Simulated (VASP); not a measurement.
# ZnS (F-43m) in VASP: further runs

Runs on ZnS. Level: PBE. Tasks: single point.

Everything below comes from runs of VASP 6.6.1. Logs are shortened: lines on timing, memory, paths and dates and some standing lists are left out, and cuts for length are marked.

## (1) The cell of the first run

It takes space group F-43m (No. 216, cubic). Conventional cell: a = 5.409 Å, b = 5.409 Å, c = 5.409 Å, α = 90.00°, β = 90.00°, γ = 90.00°. Zn (site symmetry -43m) has 4 S at 2.34 Å within 3.1 Å. Within 3.1 Å of S (site symmetry -43m) lie 4 Zn at 2.34 Å.

## (2) Single point, PBE

INCAR

```
SYSTEM = ZnS
ALGO     = Normal         ! electronic algorithm
EDIFF    = 1E-6           ! SCF threshold, eV
ENCUT    = 500            ! plane-wave cutoff, eV
GGA      = PE             ! functional
GGA_COMPAT= .False.      
ISIF     = 2              ! what is computed and relaxed
ISMEAR   = 0              ! smearing method
LASPH    = .True.         ! aspherical terms in the spheres
LCHARG   = .True.         ! write CHGCAR
LELF     = .True.         ! ELF
LREAL    = .False.        ! projectors in reciprocal space
LVHAR    = .True.       
LWAVE    = .False.        ! write WAVECAR
NBANDS   = 16             ! bands
NELM     = 120            ! most SCF steps
PREC     = Accurate       ! precision mode
SIGMA    = 0.01           ! smearing width, eV
```

KPOINTS

```
k-points
0
Gamma
  4 4 4
  0 0 0
```

POSCAR

```
ZnS
1.0
    0.0000000000      2.7045000000      2.7045000000
    2.7045000000      0.0000000000      2.7045000000
    2.7045000000      2.7045000000      0.0000000000
Zn S
1 1
Direct
    0.0000000000      0.0000000000      0.0000000000
    0.2500000000      0.2500000000      0.2500000000
```

Potentials or basis: VASP PAW PBE potentials, release 64 (Zn, S).

Command:

```console
$ cat potpaw_PBE.64/Zn/POTCAR potpaw_PBE.64/S/POTCAR > POTCAR
$ mpirun -np 1 vasp_std > vasp.out
```

OUTCAR:

```text
SYSTEM = ZnS
   EDIFF = 1E-6
   ENCUT = 500
   GGA = PE
   ISIF = 2
   ISMEAR = 0
   LASPH = .True.
   LREAL = .False.
   NELM = 120
   PREC = Accurate

 ion  position               nearest neighbor table
   1  0.000  0.000  0.000-   2 2.34   2 2.34   2 2.34   2 2.34
   2  0.250  0.250  0.250-   1 2.34   1 2.34   1 2.34   1 2.34

  LATTYP: Found a face centered cubic cell.
 ALAT       =     5.4090000000

  Lattice vectors:

 A1 = (   0.0000000000,   2.7045000000,   2.7045000000)
 A2 = (   2.7045000000,   0.0000000000,   2.7045000000)
 A3 = (   2.7045000000,   2.7045000000,   0.0000000000)

Analysis of symmetry for initial positions (statically):
=====================================================================
 Subroutine PRICEL returns:
 Original cell was already a primitive cell.

 Routine SETGRP: Setting up the symmetry group for a
 face centered cubic supercell.

 Subroutine GETGRP returns: Found 24 space group operations
 (whereof 24 operations were pure point group operations)
 out of a pool of 48 trial point group operations.

The static configuration has the point symmetry T_d .

Analysis of symmetry for dynamics (positions and initial velocities):
=====================================================================
 Subroutine PRICEL returns:
 Original cell was already a primitive cell.

 Routine SETGRP: Setting up the symmetry group for a
 face centered cubic supercell.

 Subroutine GETGRP returns: Found 24 space group operations
 (whereof 24 operations were pure point group operations)
 out of a pool of 48 trial point group operations.

The dynamic configuration has the point symmetry T_d .

 Subroutine INISYM returns: Found 24 space group operations
 (whereof 24 operations are pure point group operations),
 and found     1 'primitive' translations

----------------------------------------------------------------------------------------

                                     Primitive cell

  volume of cell :      39.5632

  direct lattice vectors                    reciprocal lattice vectors
     0.000000000  2.704500000  2.704500000    -0.184877057  0.184877057  0.184877057
     2.704500000  0.000000000  2.704500000     0.184877057 -0.184877057  0.184877057
     2.704500000  2.704500000  0.000000000     0.184877057  0.184877057 -0.184877057

  length of vectors
     3.824740579  3.824740579  3.824740579     0.320216455  0.320216455  0.320216455

  position of ions in fractional coordinates (direct lattice)
     0.000000000  0.000000000  0.000000000
     0.250000000  0.250000000  0.250000000

  ion indices of the primitive-cell ions
   primitive index   ion index
                 1           1
                 2           2

----------------------------------------------------------------------------------------

 KPOINTS: k-points

Automatic generation of k-mesh.
 Grid dimensions read from file:
 generate k-points for:    4    4    4

 Generating k-lattice:

  Cartesian coordinates                     Fractional coordinates (reciprocal lattice)
    -0.046219264  0.046219264  0.046219264     0.250000000  0.000000000  0.000000000
     0.046219264 -0.046219264  0.046219264     0.000000000  0.250000000  0.000000000
     0.046219264  0.046219264 -0.046219264     0.000000000  0.000000000  0.250000000

  Length of vectors
     0.080054114  0.080054114  0.080054114

  Shift w.r.t. Gamma in fractional coordinates (k-lattice)
     0.000000000  0.000000000  0.000000000

 Subroutine IBZKPT returns following result:
 ===========================================

 Found      8 irreducible k-points:

 Following reciprocal coordinates:
            Coordinates               Weight
  0.000000  0.000000  0.000000      1.000000
  0.250000  0.000000  0.000000      8.000000
  0.500000  0.000000  0.000000      4.000000
  0.250000  0.250000  0.000000      6.000000
  0.500000  0.250000  0.000000     24.000000
 -0.250000  0.250000  0.000000     12.000000
  0.500000  0.500000  0.000000      3.000000
 -0.250000  0.500000  0.250000      6.000000
   k-points           NKPTS =      8   k-points in BZ     NKDIM =      8   number of bands    NBANDS=     16
   number of dos      NEDOS =    301   number of ions     NIONS =      2
   total plane-waves  NPLWV =  21952
   dimension x,y,z NGX =    28 NGY =   28 NGZ =   28
   dimension x,y,z NGXF=    56 NGYF=   56 NGZF=   56
   ions per type =               1   1
   NGX,Y,Z   is equivalent  to a cutoff of  12.17, 12.17, 12.17 a.u.
   NGXF,Y,Z  is equivalent  to a cutoff of  24.34, 24.34, 24.34 a.u.
 SYSTEM =  ZnS
   PREC   = accura    normal or accurate (medium, high low for compatibility)
   ISTART =      0    job   : 0-new  1-cont  2-samecut
   ICHARG =      2    charge: 1-file 2-atom 10-const
   ISPIN  =      1    spin polarized calculation?
   LNONCOLLINEAR =      F non collinear calculations
   LSORBIT =      F    spin-orbit coupling
   LASPH  =      T    aspherical Exc in radial PAW
   ENCUT  =  500.0 eV  36.75 Ry    6.06 a.u.   6.97  6.97  6.97*2*pi/ulx,y,z
   NELM   =    120;   NELMIN=  2; NELMDL= -5     # of ELM steps
   EDIFF  = 0.1E-05   stopping-criterion for ELM
   LREAL  =      F    real-space projection
[... 7 lines left out ...]
   TEBEG  =    0.0;   TEEND  =   0.0 temperature during run
   PSTRESS=    0.0 pullay stress
   NELECT =      18.0000    total number of electrons
   NUPDOWN=      -1.0000    fix difference up-down
   EMIN   =  10.00;   EMAX   =-10.00  energy-range for DOS
   EFERMI =   0.00;   METHOD = LEGACY
   ISMEAR =     0;   SIGMA  =   0.01  broadening in eV -4-tet -1-fermi 0-gaus
   EFERMI_NEDOS =   21; number of points for ismear=-14 and -15
   IALGO  =     38    algorithm
   IMIX   =      4    mixing-type and parameters
     AMIX     =   0.40;   BMIX     =  1.00
     AMIX_MAG =   1.60;   BMIX_MAG =  1.00
  volume/ion in A,a.u.               =      19.78       133.49
  Fermi-wavevector in a.u.,A,eV,Ry     =   1.259125  2.379400 21.570603  1.585395
  Thomas-Fermi vector in A             =   2.392700
   LORBIT       =      0    0 simple, 1 ext, 2 COOP (PROOUT), +10 PAW based schemes
   GGA     = PE    functional components
   LHFCALC =     F    Hartree Fock is set to
   AEXX    =    0.0000 exact exchange contribution
   IVDW    =     0    specifies the selected vdW correction
   LEPSILON=     F    determine dielectric tensor
   LRPA    =     F    only Hartree local field effects (RPA)
 non-spin polarized calculation
 Gauss-broadening in eV      SIGMA  =   0.01
  energy-cutoff  :      500.00
  volume of cell :       39.56
 maximum number of plane-waves:      1036
   NGX = 13   NGY = 13   NGZ = 13

 number of electron      17.9999998 magnetization

 Free energy of the ion-electron system (eV)
  ---------------------------------------------------
  ext. energy  EPLUGINS =         0.00000000
  ---------------------------------------------------
  free energy    TOTEN  =        -6.80157897 eV

  energy without entropy =       -6.80157897  energy(sigma->0) =       -6.80157897

 E-fermi :   2.1843     XC(G=0):  -9.6066

 val. band max:        2.1067413882   @ k =   0.0000   0.0000   0.0000
 cond. band min:       4.1986955319   @ k =   0.0000   0.0000   0.0000
 fundamental gap:      2.0919541437
 Fermi energy:         2.1842703657

 k-point     1 :       0.0000    0.0000    0.0000
  band No.  band energies     occupation
      1     -11.0131      2.00000
      2      -4.2436      2.00000
      3      -4.2436      2.00000
      4      -4.2436      2.00000
      5      -3.7518      2.00000
      6      -3.7518      2.00000
[... 8 lines left out ...]
     15      13.8538      0.00000
     16      13.9494      0.00000

 k-point     2 :       0.2500    0.0000    0.0000
  band No.  band energies     occupation
      1     -10.5923      2.00000
      2      -4.1936      2.00000
      3      -4.1771      2.00000
      4      -4.1771      2.00000
      5      -3.7501      2.00000
      6      -3.7501      2.00000
[... 8 lines left out ...]
     15      13.0634      0.00000
     16      14.2934      0.00000

 k-point     3 :       0.5000    0.0000    0.0000
  band No.  band energies     occupation
      1     -10.0881      2.00000
      2      -4.1297      2.00000
      3      -4.1297      2.00000
      4      -3.7215      2.00000
      5      -3.7215      2.00000
      6      -3.5485      2.00000
[... 8 lines left out ...]
     15      15.4979      0.00000
     16      15.4979      0.00000

 k-point     4 :       0.2500    0.2500    0.0000
  band No.  band energies     occupation
      1     -10.4514      2.00000
      2      -4.2898      2.00000
      3      -4.0983      2.00000
      4      -4.0983      2.00000
      5      -3.7907      2.00000
      6      -3.7144      2.00000
[... 8 lines left out ...]
     15      14.6239      0.00000
     16      17.8704      0.00000

 k-point     5 :       0.5000    0.2500    0.0000
  band No.  band energies     occupation
      1      -9.9444      2.00000
      2      -4.1595      2.00000
      3      -4.0193      2.00000
      4      -3.9071      2.00000
      5      -3.7084      2.00000
      6      -3.5855      2.00000
[... 8 lines left out ...]
     15      15.6179      0.00000
     16      16.9340      0.00000

 k-point     6 :      -0.2500    0.2500    0.0000
  band No.  band energies     occupation
      1     -10.1145      2.00000
      2      -4.1211      2.00000
      3      -4.0879      2.00000
      4      -3.9623      2.00000
      5      -3.7664      2.00000
      6      -3.6898      2.00000
[... 8 lines left out ...]
     15      15.3426      0.00000
     16      16.7209      0.00000

 k-point     7 :       0.5000    0.5000    0.0000
  band No.  band energies     occupation
      1      -9.7767      2.00000
      2      -4.2663      2.00000
      3      -3.9040      2.00000
      4      -3.9040      2.00000
      5      -3.6770      2.00000
      6      -3.5349      2.00000
[... 8 lines left out ...]
     15      15.8105      0.00000
     16      16.6320      0.00000

 k-point     8 :      -0.2500    0.5000    0.2500
  band No.  band energies     occupation
      1      -9.7709      2.00000
      2      -4.1109      2.00000
      3      -3.9651      2.00000
      4      -3.8082      2.00000
      5      -3.7884      2.00000
      6      -3.3530      2.00000
[... 8 lines left out ...]
     15      16.0149      0.00000
     16      16.9651      0.00000

------------------------ aborting loop because EDIFF is reached ----------------------------------------

  FORCE on cell =-STRESS in cart. coord.  units (eV):
  Direction    XX          YY          ZZ          XY          YZ          ZX
  --------------------------------------------------------------------------------------
  -------------------------------------------------------------------------------------
  Total        0.4523883      0.4523883      0.4523883     -0.0000000      0.0000000     -0.0000000
  in kB       18.3202345     18.3202345     18.3202345     -0.0000000      0.0000000     -0.0000000
  external PRESSURE =      18.3202345 kB  Pullay stress =       0.0000000 kB

 VOLUME and BASIS-vectors are now :
 -----------------------------------------------------------------------------
  energy-cutoff  :      500.00
  volume of cell :       39.56
      direct lattice vectors                 reciprocal lattice vectors
     0.000000000  2.704500000  2.704500000    -0.184877057  0.184877057  0.184877057
     2.704500000  0.000000000  2.704500000     0.184877057 -0.184877057  0.184877057
     2.704500000  2.704500000  0.000000000     0.184877057  0.184877057 -0.184877057

 POSITION                                       TOTAL-FORCE (eV/Angst)
 -----------------------------------------------------------------------------------
      0.00000      0.00000      0.00000         0.000000      0.000000      0.000000
      1.35225      1.35225      1.35225        -0.000000     -0.000000     -0.000000
 -----------------------------------------------------------------------------------
    total drift:                                0.000000      0.000000      0.000000

  FREE ENERGIE OF THE ION-ELECTRON SYSTEM (eV)
  ---------------------------------------------------
  free  energy   TOTEN  =        -6.8015789690 eV

  energy  without entropy=       -6.8015789690  energy(sigma->0) =       -6.80157897
```

It took 15 s on 1 thread of Intel Xeon 8259CL, shared host; peak memory 0.15 GiB.

Results:

| Quantity | Value |
| --- | --- |
| Free energy | -6.8016 eV |
| Pressure | 1.8 GPa |
| Band gap on the k mesh | 2.09 eV, direct |

Caveat: the k points lie up to 0.50 Å⁻¹ apart.

## (3) Single point, PBE

INCAR

```
PREC = Accurate
ENCUT = 500
EDIFF = 1E-6
ISMEAR = 0
SIGMA = 0.01
LREAL = F
LASPH = T
NELM = 120
ALGO = Normal
ISIF = 2
LWAVE = F
LCHARG = T
GGA = PE
LELF = T
LVHAR = T
NBANDS = 16
GGA_COMPAT = F
```

KPOINTS

```
Automatic mesh
0
Gamma
  4 4 4
```

POSCAR is that of step 2.

Potentials or basis: VASP PAW PBE potentials, release 64 (Zn, S).

Command:

```console
$ cat potpaw_PBE.64/Zn/POTCAR potpaw_PBE.64/S/POTCAR > POTCAR
$ mpirun -np 1 vasp_std > vasp.out
```

Run time: 15 s. Hardware: 1 thread of Intel Xeon 8259CL, shared host; peak memory 0.15 GiB.

It converged, with:

```yaml
Free_energy: -6.8016 eV
Pressure: 1.8 GPa
Band_gap_on_the_k_mesh: 2.09 eV, direct
```

Levels at points of the mesh, in eV from the valence-band top:
| k point | band 6 | band 7 | band 8 | band 9 | band 10 | band 11 | band 12 | band 13 |
| --- | --- | --- | --- | --- | --- | --- | --- | --- |
| (0.00, 0.00, 0.00) | -5.86 | 0.00 | 0.00 | 0.00 | 2.09 | 6.38 | 6.38 | 6.38 |
| (0.50, 0.00, 0.00) | -5.66 | -5.28 | -0.86 | -0.86 | 3.29 | 6.91 | 6.91 | 8.86 |
| (0.50, 0.50, 0.00) | -5.64 | -4.56 | -2.21 | -2.21 | 3.40 | 4.06 | 10.96 | 11.94 |

Caveat: the k points lie up to 0.50 Å⁻¹ apart.

## (4) Single point, PBE

This run uses another cell than the first one, of 20.57 Å³/atom, 1.040 times its volume.

INCAR

```
SYSTEM = ZnS
ALGO = Normal ; EDIFF = 1E-6
ENCUT = 500 ; GGA = PE
GGA_COMPAT = .False. ; ISIF = 2
ISMEAR = 0 ; LASPH = .True.
LCHARG = .False. ; LREAL = .False.
LWAVE = .False. ; NBANDS = 16
NELM = 120 ; PREC = Accurate
SIGMA = 0.01
```

KPOINTS

```
k-points
0
Gamma
  4 4 4
  0 0 0
```

POSCAR

```
ZnS
1.0
    0.0000000000      2.7400896076      2.7400896076
    2.7400896076      0.0000000000      2.7400896076
    2.7400896076      2.7400896076      0.0000000000
Zn S
1 1
Direct
    0.0000000000      0.0000000000      0.0000000000
    0.2500000000      0.2500000000      0.2500000000
```

Potentials or basis: VASP PAW PBE potentials, release 64 (Zn, S).

Command:

```console
$ cat potpaw_PBE.64/Zn/POTCAR potpaw_PBE.64/S/POTCAR > POTCAR
$ mpirun -np 1 vasp_std > vasp.out
```

OUTCAR:

```text
SYSTEM = ZnS
   EDIFF = 1E-6
   ENCUT = 500
   GGA = PE
   ISIF = 2
   ISMEAR = 0
   LASPH = .True.
   LREAL = .False.
   NELM = 120
   PREC = Accurate

 ion  position               nearest neighbor table
   1  0.000  0.000  0.000-   2 2.37   2 2.37   2 2.37   2 2.37
   2  0.250  0.250  0.250-   1 2.37   1 2.37   1 2.37   1 2.37

  LATTYP: Found a face centered cubic cell.
 ALAT       =     5.4801792152

  Lattice vectors:

 A1 = (   0.0000000000,   2.7400896076,   2.7400896076)
 A2 = (   2.7400896076,   0.0000000000,   2.7400896076)
 A3 = (   2.7400896076,   2.7400896076,   0.0000000000)

Analysis of symmetry for initial positions (statically):
=====================================================================
 Subroutine PRICEL returns:
 Original cell was already a primitive cell.

 Routine SETGRP: Setting up the symmetry group for a
 face centered cubic supercell.

 Subroutine GETGRP returns: Found 24 space group operations
 (whereof 24 operations were pure point group operations)
 out of a pool of 48 trial point group operations.

The static configuration has the point symmetry T_d .

Analysis of symmetry for dynamics (positions and initial velocities):
[... 143 lines left out ...]

 val. band max:        1.7499657109   @ k =   0.0000   0.0000   0.0000
 cond. band min:       3.6720025841   @ k =   0.0000   0.0000   0.0000
 fundamental gap:      1.9220368732
 Fermi energy:         1.8232537092

 k-point     1 :       0.0000    0.0000    0.0000
  band No.  band energies     occupation
      1     -11.1053      2.00000
      2      -4.4541      2.00000
      3      -4.4541      2.00000
      4      -4.4541      2.00000
      5      -4.0073      2.00000
      6      -4.0073      2.00000
[... 129 lines left out ...]
      3      -4.2016      2.00000
      4      -4.0502      2.00000
      5      -4.0406      2.00000
      6      -3.6460      2.00000
[... 8 lines left out ...]
     15      15.5132      0.00000
     16      16.3903      0.00000

------------------------ aborting loop because EDIFF is reached ----------------------------------------

  FORCE on cell =-STRESS in cart. coord.  units (eV):
  Direction    XX          YY          ZZ          XY          YZ          ZX
  --------------------------------------------------------------------------------------
  -------------------------------------------------------------------------------------
  Total       -0.2418337     -0.2418337     -0.2418337     -0.0000000      0.0000000     -0.0000000
  in kB       -9.4167945     -9.4167945     -9.4167945     -0.0000000      0.0000000     -0.0000000
  external PRESSURE =      -9.4167945 kB  Pullay stress =       0.0000000 kB

 VOLUME and BASIS-vectors are now :
 -----------------------------------------------------------------------------
  energy-cutoff  :      500.00
  volume of cell :       41.15
      direct lattice vectors                 reciprocal lattice vectors
     0.000000000  2.740089608  2.740089608    -0.182475784  0.182475784  0.182475784
     2.740089608  0.000000000  2.740089608     0.182475784 -0.182475784  0.182475784
     2.740089608  2.740089608  0.000000000     0.182475784  0.182475784 -0.182475784

 POSITION                                       TOTAL-FORCE (eV/Angst)
 -----------------------------------------------------------------------------------
      0.00000      0.00000      0.00000         0.000000      0.000000      0.000000
      1.37004      1.37004      1.37004        -0.000000     -0.000000     -0.000000
 -----------------------------------------------------------------------------------
    total drift:                                0.000000      0.000000      0.000000

  FREE ENERGIE OF THE ION-ELECTRON SYSTEM (eV)
  ---------------------------------------------------
  free  energy   TOTEN  =        -6.8058626807 eV

  energy  without entropy=       -6.8058626807  energy(sigma->0) =       -6.80586268
```

stdout:

```text
POSCAR found type information on POSCAR ZnS
 POSCAR found :  2 types and       2 ions
 scaLAPACK will be used
 LDA part: xc-table for (Slater+PW92), standard interpolation
 POSCAR, INCAR and KPOINTS ok, starting setup
 FFT: planning ... GRIDC
 FFT: planning ... GRID_SOFT
 FFT: planning ... GRID
 WAVECAR not read
 entering main loop
```

It took 14 s on 1 thread of Intel Xeon 8259CL, shared host; peak memory 0.15 GiB.

Results:

* Free energy: -6.8059 eV
* Pressure: -0.9 GPa
* Band gap on the k mesh: 1.92 eV, direct

Caveat: the k points lie up to 0.50 Å⁻¹ apart.
